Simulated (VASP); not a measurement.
# Hf (P6_3/mmc) in VASP: further runs, part 2 of 3

VASP 6.6.1.

## Step 3: Relaxation of shape and atoms at fixed volume, PBEsol (volume scaled by 0.800)

File INCAR:

```
PREC = Accurate
ENCUT = 600
EDIFF = 1E-6
ISMEAR = 0
SIGMA = 0.05
LREAL = False
LASPH = True
NELM = 60
ALGO = Fast
ISIF = 4
LWAVE = False
LCHARG = False
GGA = PS
IBRION = 2
NSW = 60
EDIFFG = -0.01
```

File KPOINTS:

```
regular mesh
0
Gamma
  18 18 10
```

File POSCAR:

```
Hf
1.0
    2.9213265259      0.0000000000      0.0000000000
   -1.4606632630      2.5299429842      0.0000000000
    0.0000000000      0.0000000000      4.6766733360
Hf
2
Direct
    0.3333333333      0.6666666667      0.2500000000
    0.6666666667      0.3333333333      0.7500000000
```

Potentials or basis: VASP PAW PBE potentials, release 64 (Hf_pv).

Started as:

```bash
$ cat potpaw_PBE.64/Hf_pv/POTCAR > POTCAR
$ mpirun -np 1 vasp_std > vasp.out
```

OUTCAR:

```text
PREC = Accurate
   ENCUT = 600
   EDIFF = 1E-6
   ISMEAR = 0
   LREAL = False
   LASPH = True
   NELM = 60
   ISIF = 4
   GGA = PS
   IBRION = 2
   NSW = 60
   EDIFFG = -0.01

 ion  position               nearest neighbor table
   1  0.333  0.667  0.250-   2 2.88   2 2.88   2 2.88   2 2.88   2 2.88   2 2.88
   2  0.667  0.333  0.750-   1 2.88   1 2.88   1 2.88   1 2.88   1 2.88   1 2.88

  LATTYP: Found a hexagonal cell.
 ALAT       =     2.9213265259
 C/A-ratio  =     1.6008731973

  Lattice vectors:

 A1 = (   2.9213265259,   0.0000000000,   0.0000000000)
 A2 = (  -1.4606632630,   2.5299429842,   0.0000000000)
 A3 = (   0.0000000000,   0.0000000000,   4.6766733360)

Analysis of symmetry for initial positions (statically):
=====================================================================
 Subroutine PRICEL returns:
 Original cell was already a primitive cell.

 Routine SETGRP: Setting up the symmetry group for a
 hexagonal supercell.

 Subroutine GETGRP returns: Found 24 space group operations
 (whereof 12 operations were pure point group operations)
 out of a pool of 24 trial point group operations.

The static configuration has the point symmetry D_3d.
 The point group associated with its full space group is D_6h.

Analysis of symmetry for dynamics (positions and initial velocities):
=====================================================================
 Subroutine PRICEL returns:
 Original cell was already a primitive cell.

 Routine SETGRP: Setting up the symmetry group for a
 hexagonal supercell.

 Subroutine GETGRP returns: Found 24 space group operations
 (whereof 12 operations were pure point group operations)
 out of a pool of 24 trial point group operations.

The dynamic configuration has the point symmetry D_3d.
 The point group associated with its full space group is D_6h.

 Subroutine INISYM returns: Found 24 space group operations
 (whereof 12 operations are pure point group operations),
 and found     1 'primitive' translations

----------------------------------------------------------------------------------------

                                     Primitive cell

  volume of cell :      34.5643

  direct lattice vectors                    reciprocal lattice vectors
     2.921326526  0.000000000  0.000000000     0.342310245  0.197632912  0.000000000
    -1.460663263  2.529942984  0.000000000     0.000000000  0.395265825  0.000000000
     0.000000000  0.000000000  4.676673336     0.000000000  0.000000000  0.213827208

  length of vectors
     2.921326526  2.921326526  4.676673336     0.395265825  0.395265825  0.213827208

  position of ions in fractional coordinates (direct lattice)
     0.333333333  0.666666667  0.250000000
     0.666666667  0.333333333  0.750000000

  ion indices of the primitive-cell ions
   primitive index   ion index
                 1           1
                 2           2

[... 116 lines left out ...]
 Free energy of the ion-electron system (eV)
  ---------------------------------------------------
  ext. energy  EPLUGINS =         0.00000000
  ---------------------------------------------------
  free energy    TOTEN  =       -20.18370328 eV

  energy without entropy =      -20.18156041  energy(sigma->0) =      -20.18263184

------------------------ aborting loop because EDIFF is reached ----------------------------------------

  FORCE on cell =-STRESS in cart. coord.  units (eV):
  Direction    XX          YY          ZZ          XY          YZ          ZX
  --------------------------------------------------------------------------------------
  -------------------------------------------------------------------------------------
  Total        7.7653025      7.7653025      7.9040680     -0.0000000     -0.0000000      0.0000000
  in kB      359.9490977    359.9490977    366.3813659     -0.0000000     -0.0000000      0.0000000
  external PRESSURE =     362.0931871 kB  Pullay stress =       0.0000000 kB

 VOLUME and BASIS-vectors are now :
 -----------------------------------------------------------------------------
  energy-cutoff  :      600.00
  volume of cell :       34.56
      direct lattice vectors                 reciprocal lattice vectors
     2.921326526  0.000000000  0.000000000     0.342310245  0.197632912  0.000000000
    -1.460663263  2.529942984  0.000000000     0.000000000  0.395265825  0.000000000
     0.000000000  0.000000000  4.676673336     0.000000000  0.000000000  0.213827208

 POSITION                                       TOTAL-FORCE (eV/Angst)
 -----------------------------------------------------------------------------------
     -0.00000      1.68663      1.16917         0.000000      0.000000      0.000000
      1.46066      0.84331      3.50751        -0.000000      0.000000      0.000000
 -----------------------------------------------------------------------------------
    total drift:                               -0.000000      0.000000     -0.000000

  FREE ENERGIE OF THE ION-ELECTRON SYSTEM (eV)
  ---------------------------------------------------
  free  energy   TOTEN  =       -20.1837032827 eV

  energy  without entropy=      -20.1815604067  energy(sigma->0) =      -20.18263184

--------------------------------------- Ionic step        2  -------------------------------------------

 number of electron      20.0000002 magnetization

 Free energy of the ion-electron system (eV)
  ---------------------------------------------------
  ext. energy  EPLUGINS =         0.00000000
  ---------------------------------------------------
  free energy    TOTEN  =       -20.18387465 eV

  energy without entropy =      -20.18172549  energy(sigma->0) =      -20.18280007

 E-fermi :   6.7201     XC(G=0): -12.6312

 val. band max:        6.7174094286   @ k =   0.2778   0.2222   0.3000
 cond. band min:       6.7324763047   @ k =   0.1111   0.0556   0.3000
 fundamental gap:      0.0150668761
 Fermi energy:         6.7201403446

 k-point     1 :       0.0000    0.0000    0.0000
  band No.  band energies     occupation
      1     -24.4244      2.00000
      2     -22.7586      2.00000
      3     -22.7586      2.00000
      4     -22.5012      2.00000
      5     -22.5012      2.00000
      6     -22.5006      2.00000
      7      -1.4804      2.00000
      8       2.0608      2.00000
      9       7.8829      0.00000
     10       7.8829      0.00000
     11       8.0505      0.00000
     12       8.5110      0.00000
     13       8.9805      0.00000
     14       8.9805      0.00000
[... 377 lines left out ...]
      1     -24.0772      2.00000
      2     -23.7621      2.00000
      3     -23.5965      2.00000
      4     -23.2485      2.00000
      5     -22.9705      2.00000
      6     -22.8204      2.00000
      7       3.1246      2.00000
      8       3.3884      2.00000
      9       3.5953      2.00000
     10       6.2893      2.00000
     11       7.2245      0.00000
     12       7.8702      0.00000
     13       8.7613      0.00000
     14      13.2692      0.00000

 [... further k-points ...]

------------------------ aborting loop because EDIFF is reached ----------------------------------------

  FORCE on cell =-STRESS in cart. coord.  units (eV):
  Direction    XX          YY          ZZ          XY          YZ          ZX
  --------------------------------------------------------------------------------------
  -------------------------------------------------------------------------------------
  Total        7.7947300      7.7947300      7.8073200     -0.0000000     -0.0000000      0.0000000
  in kB      361.3131648    361.3131648    361.8967551     -0.0000000     -0.0000000      0.0000000
  external PRESSURE =     361.5076949 kB  Pullay stress =       0.0000000 kB

 VOLUME and BASIS-vectors are now :
 -----------------------------------------------------------------------------
  energy-cutoff  :      600.00
  volume of cell :       34.56
      direct lattice vectors                 reciprocal lattice vectors
     2.918070727 -0.000000000  0.000000000     0.342692174  0.197853419 -0.000000000
    -1.459035364  2.527123380 -0.000000000     0.000000000  0.395706837  0.000000000
     0.000000000 -0.000000000  4.687115030     0.000000000  0.000000000  0.213350855

 POSITION                                       TOTAL-FORCE (eV/Angst)
 -----------------------------------------------------------------------------------
     -0.00000      1.68475      1.17178        -0.000000     -0.000000      0.000000
      1.45904      0.84237      3.51534         0.000000      0.000000      0.000000
 -----------------------------------------------------------------------------------
    total drift:                               -0.000000      0.000000     -0.000000

  FREE ENERGIE OF THE ION-ELECTRON SYSTEM (eV)
  ---------------------------------------------------
  free  energy   TOTEN  =       -20.1838746546 eV

  energy  without entropy=      -20.1817254860  energy(sigma->0) =      -20.18280007

 reached required accuracy - stopping structural energy minimisation
```

CONTCAR:

```text
Hf
   1.00000000000000
     2.9180707271773194   -0.0000000000108143    0.0000000000000000
    -1.4590353636479694    2.5271233798098982   -0.0000000000000000
     0.0000000000000000   -0.0000000000000000    4.6871150303601903
  Hf
     2
Direct
     0.3333333332999970    0.6666666667000030    0.2500000000000000
     0.6666666667000030    0.3333333332999970    0.7500000000000000

  0.00000000E+00  0.00000000E+00  0.00000000E+00
  0.00000000E+00  0.00000000E+00  0.00000000E+00
```

Run time: 1.9 min. Hardware: 1 thread of Intel Xeon 6975P-C, shared host; peak memory 0.25 GiB.

Results:

```yaml
Free_energy: -20.1839 eV
Energy_gained_by_relaxing: 0.1 meV/atom
Ionic_steps: 2
Pressure_after_relaxing: 36.2 GPa
Band_gap_on_the_k_mesh: zero (band 10 reaches 8.01 eV, above the bottom of band 11 at 6.36 eV)
```

Step by step:
| step | energy change (eV) | largest force (eV/Å) | pressure (GPa) | volume (Å³) |
| --- | --- | --- | --- | --- |
| 1 | 0.0000 | 0.0000 | 36.21 | 34.56 |
| 2 | -0.0002 | 0.0000 | 36.15 | 34.56 |

Final structure:
```yaml
crystal:
  lattice:
    - [2.91807, 0.00000, 0.00000]
    - [-1.45904, 2.52712, 0.00000]
    - [0.00000, 0.00000, 4.68712]
  atoms:
    - { symbol: Hf, position: [0.33333, 0.66667, 0.25000] }
    - { symbol: Hf, position: [0.66667, 0.33333, 0.75000] }
```

Caveat: the cell differs from its parent crystal (volume scaled by 0.800); the PAW data sets were made with another functional, which shifts forces and pressure a little; spin-orbit coupling is left out, which moves the levels of the heavy elements.

(Part 2 of 3 ends here.)
